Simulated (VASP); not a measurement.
# H18CO9 in VASP: notebook

Runs on H18CO9. Level: PBE+D3(BJ). Tasks: single point.

Program: VASP 6.6.1. These are calculated values, not measurements. Logs are shortened: lines on timing, memory, paths and dates and some standing lists are left out, and cuts for length are marked.

**1. The cell of the first run**

The cell holds an amorphous packing of atoms, 28 atoms: a = 6.918 Å, b = 6.918 Å, c = 6.918 Å, α = 90.00°, β = 90.00°, γ = 90.00°.

**2. Single point, PBE+D3(BJ)**

INCAR reads:

```
SYSTEM = H18CO9
  ALGO = Normal
  EDIFF = 1E-7
  ENCUT = 520
  GGA = PE
  ISIF = 2
  ISMEAR = -1
  IVDW = 12
  LASPH = .True.
  LCHARG = .False.
  LREAL = Auto
  LWAVE = .False.
  NBANDS = 58
  NELM = 80
  PREC = Accurate
  SIGMA = 0.05
```

KPOINTS reads:

```
k-points
0
Gamma
  1 1 1
  0 0 0
```

POSCAR reads:

```
H18CO9
1.0
    6.9180930000      0.0000000000      0.0000000000
    0.0000000000      6.9180930000      0.0000000000
    0.0000000000      0.0000000000      6.9180930000
O H C
9 18 1
Direct
    0.5650979251     -0.0729536304      0.3777341530
    0.1710587007      0.9289843314      0.4689731693
    1.0619978656      1.2287779306      0.2105204426
    0.3963230908      0.4050827302      0.4356836487
    0.5069171519      0.5439504788      0.7730743140
    0.7858234921      0.6639401928      0.0579784053
    0.7626379119      0.3155782959      0.4032758739
    1.0567941194      0.5856671774      0.6674816311
    0.3598101384      0.8774961539      1.0506363531
    0.5041707303     -0.1239069784      0.2529020642
    0.6532002389      0.0437548324      0.3716775707
    0.1660717773      0.8801269367      0.3375352138
    0.3352079829      0.9061023030      0.4715750424
    1.1241970873      1.3501697650      0.1669246135
    1.1489148816      1.1877839746      0.3171394198
    0.5331093410      0.4165020621      0.3895871304
    0.3773005075      0.2843702737      0.5004847434
    0.4462645992      0.6714711699      0.8026200284
    0.4727892499      0.4466982447      0.8676957653
    0.7958840681      0.5230776747      0.0704095767
    0.6644894771      0.6302459363      0.1103049641
    0.8538046540      0.2584671816      0.3013980876
    0.8311683581      0.3823886149      0.5024650579
    0.9769310705      0.6699534106      0.5766762604
    1.1506205540      0.5386744584      0.5702872164
    0.1995203013      1.0601042802      0.8946540615
    0.0763938848      0.8301998831      1.0171155548
    0.1972942544      0.9137200093      0.9827130107
```

Potentials or basis: VASP PAW PBE potentials, release 64 (O, H, C).

The run is started by

```sh
$ cat potpaw_PBE.64/O/POTCAR potpaw_PBE.64/H/POTCAR potpaw_PBE.64/C/POTCAR > POTCAR
$ mpirun -np 1 vasp_gam > vasp.out
```

OUTCAR:

```text
SYSTEM = H18CO9
   EDIFF = 1E-7
   ENCUT = 520
   GGA = PE
   ISIF = 2
   ISMEAR = -1
   IVDW = 12
   LASPH = .True.
   LREAL = Auto
   NELM = 80
   PREC = Accurate
 IVDW          = 12

 ion  position               nearest neighbor table
   1  0.565  0.927  0.378-  11 1.01  10 1.02
   2  0.171  0.929  0.469-  12 0.97  13 1.15
   3  0.062  0.229  0.211-  14 0.99  15 0.99
   4  0.396  0.405  0.436-  17 0.96  16 1.00
   5  0.507  0.544  0.773-  19 0.97  18 1.00
   6  0.786  0.664  0.058-  21 0.94  20 0.98
   7  0.763  0.316  0.403-  23 0.95  22 1.03
   8  0.057  0.586  0.667-  25 0.99  24 1.02
   9  0.360  0.877  0.051-  28 1.24
  10  0.504  0.876  0.253-   1 1.02
  11  0.653  0.044  0.372-   1 1.01
  12  0.166  0.880  0.338-   2 0.97
  13  0.335  0.906  0.472-   2 1.15
  14  0.124  0.350  0.167-   3 0.99
[... 11 lines left out ...]
  26  0.200  0.060  0.895-  28 1.18
  27  0.076  0.830  0.017-  28 1.04
  28  0.197  0.914  0.983-  27 1.04  26 1.18   9 1.24

  LATTYP: Found a simple cubic cell.
 ALAT       =     6.9180930000

  Lattice vectors:

 A1 = (   6.9180930000,   0.0000000000,   0.0000000000)
 A2 = (   0.0000000000,   6.9180930000,   0.0000000000)
 A3 = (   0.0000000000,   0.0000000000,   6.9180930000)

Analysis of symmetry for initial positions (statically):
=====================================================================
 Subroutine PRICEL returns:
 Original cell was already a primitive cell.

 Routine SETGRP: Setting up the symmetry group for a
 simple cubic supercell.

 Subroutine GETGRP returns: Found  1 space group operations
 (whereof  1 operations were pure point group operations)
 out of a pool of 48 trial point group operations.

The static configuration has the point symmetry C_1 .

Analysis of symmetry for dynamics (positions and initial velocities):
=====================================================================
 Subroutine PRICEL returns:
 Original cell was already a primitive cell.

 Routine SETGRP: Setting up the symmetry group for a
 simple cubic supercell.

 Subroutine GETGRP returns: Found  1 space group operations
 (whereof  1 operations were pure point group operations)
 out of a pool of 48 trial point group operations.

[... 127 lines left out ...]
   NELM   =     80;   NELMIN=  2; NELMDL= -5     # of ELM steps
   EDIFF  = 0.1E-06   stopping-criterion for ELM
   LREAL  =      T    real-space projection
   EDIFFG = 0.1E-05   stopping-criterion for IOM
   NSW    =      0    number of steps for IOM
   IBRION =     -1    ionic relax: 0-MD 1-quasi-New 2-CG
   NFREE  =      0    steps in history (QN), initial steepest desc. (CG)
   ISIF   =      2    stress and relaxation
   ISYM   =      2    0-nonsym 1-usesym 2-fastsym
   POTIM  = 0.5000    time-step for ionic-motion
   TEBEG  =    0.0;   TEEND  =   0.0 temperature during run
   PSTRESS=    0.0 pullay stress
   NELECT =      76.0000    total number of electrons
   NUPDOWN=      -1.0000    fix difference up-down
   EMIN   =  10.00;   EMAX   =-10.00  energy-range for DOS
   EFERMI =   0.00;   METHOD = LEGACY
   ISMEAR =    -1;   SIGMA  =   0.05  broadening in eV -4-tet -1-fermi 0-gaus
   EFERMI_NEDOS =   21; number of points for ismear=-14 and -15
   IALGO  =     38    algorithm
   IMIX   =      4    mixing-type and parameters
     AMIX     =   0.40;   BMIX     =  1.00
     AMIX_MAG =   1.60;   BMIX_MAG =  1.00
  volume/ion in A,a.u.               =      11.83        79.80
  Fermi-wavevector in a.u.,A,eV,Ry     =   1.002366  1.894197 13.670283  1.004737
  Thomas-Fermi vector in A             =   2.134848
   LORBIT       =      0    0 simple, 1 ext, 2 COOP (PROOUT), +10 PAW based schemes
   GGA     = PE    functional components
   LHFCALC =     F    Hartree Fock is set to
   AEXX    =    0.0000 exact exchange contribution
   IVDW    =    12    specifies the selected vdW correction
   LEPSILON=     F    determine dielectric tensor
   LRPA    =     F    only Hartree local field effects (RPA)
 non-spin polarized calculation
  energy-cutoff  :      520.00
  volume of cell :      331.10
 maximum number of plane-waves:      4463
 NGX is ok and might be reduce to    50
   NGX = 25   NGY = 25   NGZ = 25

 number of electron      76.0000002 magnetization

 Free energy of the ion-electron system (eV)
  ---------------------------------------------------
  ext. energy  EPLUGINS =         0.00000000
  ---------------------------------------------------
  free energy    TOTEN  =      -135.59178642 eV

  energy without entropy =     -135.59178642  energy(sigma->0) =     -135.59178642

 E-fermi :  -1.8649     XC(G=0):  -6.3040

 val. band max:       -3.1347138871   @ k =   0.0000   0.0000   0.0000
 cond. band min:      -0.2563061253   @ k =   0.0000   0.0000   0.0000
 fundamental gap:      2.8784077617
 Fermi energy:        -1.8648854858

 k-point     1 :       0.0000    0.0000    0.0000
  band No.  band energies     occupation
      1     -24.1054      2.00000
      2     -23.3027      2.00000
      3     -23.0116      2.00000
      4     -22.3037      2.00000
      5     -21.9465      2.00000
      6     -21.8393      2.00000
[... 42 lines left out ...]
     49       5.4480      0.00000
     50       5.6945      0.00000
 [bands above 50 left out]

------------------------ aborting loop because EDIFF is reached ----------------------------------------

 Edisp (eV)   -0.88150

 E8    (eV) :    -0.1861

  FORCE on cell =-STRESS in cart. coord.  units (eV):
  Direction    XX          YY          ZZ          XY          YZ          ZX
  --------------------------------------------------------------------------------------
  -------------------------------------------------------------------------------------
  Total      -0.24672    -5.06748     0.00508    -1.91686     1.32115    -1.27626
  in kB      -1.19388   -24.52129     0.02459    -9.27560     6.39300    -6.17575
  external pressure =       -8.56 kB  Pullay stress =        0.00 kB

 VOLUME and BASIS-vectors are now :
 -----------------------------------------------------------------------------
  energy-cutoff  :      520.00
  volume of cell :      331.10
      direct lattice vectors                 reciprocal lattice vectors
     6.918093000  0.000000000  0.000000000     0.144548505  0.000000000  0.000000000
     0.000000000  6.918093000  0.000000000     0.000000000  0.144548505  0.000000000
     0.000000000  0.000000000  6.918093000     0.000000000  0.000000000  0.144548505

 POSITION                                       TOTAL-FORCE (eV/Angst)
 -----------------------------------------------------------------------------------
      3.90940      6.41339      2.61320        -0.303147     -0.300871     -0.275651
      1.18340      6.42680      3.24440         3.930410     -0.277883     -0.158764
      0.42891      1.58271      1.45640         1.045694      0.501506     -0.510807
      2.74180      2.80240      3.01410        -0.818680      1.026199     -1.523864
      3.50690      3.76310      5.34820         0.081702      0.965846     -0.028076
      5.43640      4.59320      0.40110         1.027793     -1.143448      0.190198
[... 20 lines left out ...]
      0.52850      5.74340      0.11841        -1.982789     -1.026321      0.082566
      1.36490      6.32120      6.79850         3.462127      3.411998     -0.796661
 -----------------------------------------------------------------------------------
    total drift:                               -0.009301     -0.003930     -0.001460

  FREE ENERGIE OF THE ION-ELECTRON SYSTEM (eV)
  ---------------------------------------------------
  free  energy   TOTEN  =      -136.4732881661 eV

  energy  without entropy=     -136.4732881661  energy(sigma->0) =     -136.47328817
```

OSZICAR:

```text
N       E                     dE             d eps       ncg     rms          rms(c)
DAV:   1     0.598035112419E+03    0.59804E+03   -0.41064E+04   116   0.119E+03
DAV:   2    -0.881358744352E+02   -0.68617E+03   -0.66354E+03   144   0.289E+02
DAV:   3    -0.149149008922E+03   -0.61013E+02   -0.60626E+02   144   0.947E+01
DAV:   4    -0.150113503732E+03   -0.96449E+00   -0.96302E+00   144   0.133E+01
DAV:   5    -0.150130119229E+03   -0.16615E-01   -0.16612E-01   160   0.163E+00    0.229E+01
DAV:   6    -0.136406744082E+03    0.13723E+02   -0.43230E+01   128   0.266E+01    0.933E+00
DAV:   7    -0.135876796663E+03    0.52995E+00   -0.13972E+00   136   0.525E+00    0.572E+00
DAV:   8    -0.135588055944E+03    0.28874E+00   -0.52430E-01   144   0.336E+00    0.717E-01
DAV:   9    -0.135585208363E+03    0.28476E-02   -0.38236E-02   144   0.102E+00    0.383E-01
DAV:  10    -0.135590751501E+03   -0.55431E-02   -0.16231E-02   136   0.577E-01    0.190E-01
DAV:  11    -0.135591570750E+03   -0.81925E-03   -0.22480E-03   136   0.249E-01    0.941E-02
DAV:  12    -0.135591876625E+03   -0.30587E-03   -0.10678E-03   120   0.169E-01    0.389E-02
DAV:  13    -0.135591828584E+03    0.48040E-04   -0.17028E-04   136   0.710E-02    0.207E-02
DAV:  14    -0.135591791929E+03    0.36655E-04   -0.58081E-05   128   0.352E-02    0.872E-03
DAV:  15    -0.135591786764E+03    0.51653E-05   -0.65214E-06   136   0.156E-02    0.331E-03
DAV:  16    -0.135591786476E+03    0.28780E-06   -0.19170E-06   128   0.637E-03    0.217E-03
DAV:  17    -0.135591786425E+03    0.51176E-07   -0.43980E-07   136   0.415E-03
   1 F= -.13647329E+03 E0= -.13647329E+03  d E =-.246951E-10
```

stdout:

```text
POSCAR found type information on POSCAR O H C
 POSCAR found :  3 types and      28 ions
 scaLAPACK will be used
 LDA part: xc-table for (Slater+PW92), standard interpolation
 POSCAR, INCAR and KPOINTS ok, starting setup
 FFT: planning ... GRIDC
 FFT: planning ... GRID_SOFT
 FFT: planning ... GRID
 WAVECAR not read
 entering main loop
```

It took 38 s on 1 thread of Intel Xeon Platinum 8375C at 2.90GHz (Ice Lake), shared host; peak memory 0.34 GiB.

Results:

```yaml
Free_energy: -136.4733 eV
Pressure: -0.9 GPa
Largest_force: 4.926 eV/Å
Band_gap_on_the_k_mesh: 2.88 eV
Dispersion_energy_per_atom: -0.031 eV
```

Forces in eV/Å, atoms in the order of the input:
```
O   -0.303 -0.301 -0.276
O    3.930 -0.278 -0.159
O    1.046  0.502 -0.511
O   -0.819  1.026 -1.524
O    0.082  0.966 -0.028
O    1.028 -1.143  0.190
O   -1.012 -1.218 -1.756
O   -1.071  0.371 -1.965
O   -0.795 -0.620 -0.229
H    1.355  1.414  0.981
H   -1.245 -1.057 -0.379
H   -0.697 -0.124 -0.271
H   -2.926  0.958  0.417
H   -0.362 -0.559  0.177
H   -0.382 -0.283 -0.123
H   -0.597 -0.761  0.853
H    0.585 -0.566  0.289
H    0.396 -1.452  0.187
H   -0.387  0.409  0.221
H    2.271 -0.549 -0.955
H   -2.882  1.869  0.946
H    0.127  1.043  1.294
H    0.918  0.367  0.747
H    0.833 -0.593  1.538
H    0.391  0.046  0.596
H   -0.963 -1.852  0.454
H   -1.983 -1.026  0.083
C    3.462  3.412 -0.797
```

Stress tensor (GPa, compression positive):
```
-0.12 -0.93 -0.62
-0.93 -2.45  0.64
-0.62  0.64  0.00
```

Caveat: the k points lie up to 0.91 Å⁻¹ apart.

**3. Single point, PBE+D3(BJ)**

INCAR reads:

```
SYSTEM = H18CO9
PREC = Accurate
ENCUT = 520
EDIFF = 1E-7
ISMEAR = -1
SIGMA = 0.05
LREAL = Auto
LASPH = .True.
NELM = 60
ALGO = Normal
ISIF = 2
LWAVE = .False.
LCHARG = .True.
GGA = PE
IVDW = 12
LELF = .True.
LVHAR = .True.
NBANDS = 58
```

KPOINTS reads:

```
regular mesh
0
Gamma
  1 1 1
  0 0 0
```

POSCAR reads:

```
H18CO9
1.0
    6.9180930000      0.0000000000      0.0000000000
    0.0000000000      6.9180930000      0.0000000000
    0.0000000000      0.0000000000      6.9180930000
O H C
9 18 1
Direct
    0.5691308284     -0.1503015354      0.3871008962
    0.1425681904      1.0330014355      0.5289318892
    0.9871217401      1.3083229728      0.1985951909
    0.3395588929      0.4622082993      0.4045045361
    0.5133495603      0.5431699169      0.7793332642
    0.8462158575      0.5545025197      0.0439282906
    0.6461607267      0.2308295075      0.4382999766
    1.0966605971      0.5140289383      0.7291171136
    0.4341225248      0.9012310184      0.9511291623
    0.6373721776     -0.2063574456      0.5047633792
    0.5282380564     -0.2569205126      0.2963822545
    0.2714331825      1.0462131689      0.4635092359
    0.1408191535      0.8817314251      0.5893676191
    0.9929614997      1.3497505743      0.0506497961
    1.1139341434      1.3311616366      0.2489125255
    0.4734397181      0.4030012317      0.4271697417
    0.3104034595      0.5911744754      0.4140591923
    0.5849733445      0.4681347880      0.8766722274
    0.4844543142      0.6545300851      0.8597745072
    0.9020693998      0.6606011223      0.1455025250
    0.7165703034      0.5078133526      0.0788512094
    0.7602962261      0.2389386786      0.3359451803
    0.6421711879      0.0947370901      0.4121656069
    1.0631831633      0.4395720034      0.6105439751
    1.2276359974      0.5644619117      0.7183771597
    0.3329241165      1.1895619212      0.9352432816
    0.1713622526      0.9456363191      0.8934109443
    0.3155349314      1.0240538831      0.9334075156
```

Potentials or basis: VASP PAW PBE potentials, release 64 (O, H, C).

The run is started by

```sh
$ cat potpaw_PBE.64/O/POTCAR potpaw_PBE.64/H/POTCAR potpaw_PBE.64/C/POTCAR > POTCAR
$ mpirun -np 1 vasp_gam > vasp.out
```

Run time: 43 s. Hardware: 1 thread of Intel Xeon Platinum 8375C at 2.90GHz (Ice Lake), shared host; peak memory 0.36 GiB.

Results (log left out):

| Property | Result |
| --- | --- |
| Free energy | -135.5856 eV |
| Pressure | -1.6 GPa |
| Largest force | 4.378 eV/Å |
| Band gap on the k mesh | 2.99 eV |
| Dispersion energy per atom | -0.031 eV |

Forces on the atoms (eV/Å):
```
O    0.316 -1.345  0.544
O    0.762 -3.814  1.090
O    0.146 -1.396 -2.311
O    0.606 -4.008 -1.230
O    0.270 -0.442  0.705
O   -0.036  4.036  0.589
O    2.631  0.931 -2.149
O   -0.931  0.043 -0.412
O    3.747 -1.164  0.921
H   -1.020  0.101 -1.557
H    0.733  0.964  1.185
H   -0.948 -0.405  0.653
H    0.170  4.009 -1.750
H   -0.169 -0.505  3.111
H    1.085  0.056  0.585
H   -0.875  0.758  0.059
H    0.223  2.874  0.563
H   -0.099 -0.144 -1.098
H   -0.213  0.897  0.015
H   -2.020 -2.755 -2.223
H    0.793  0.701  0.918
H   -1.062  1.190  1.633
H   -1.228 -1.530  0.389
H    0.780  0.553  0.873
H    0.171 -0.861 -0.311
H    0.049 -1.072  0.130
H    0.127  2.046  0.466
C   -4.006  0.281 -1.387
```

Stress tensor (GPa, compression positive):
```
 0.12 -3.27  0.51
-3.27 -1.22 -0.82
 0.51 -0.82 -3.56
```

Levels at points of the mesh, in eV from the valence-band top:
```csv
k point,band 36,band 37,band 38,band 39,band 40,band 41
"(0.00, 0.00, 0.00)",-0.96,-0.67,0.00,2.99,3.08,5.14
```

Caveat: the k points lie up to 0.91 Å⁻¹ apart.
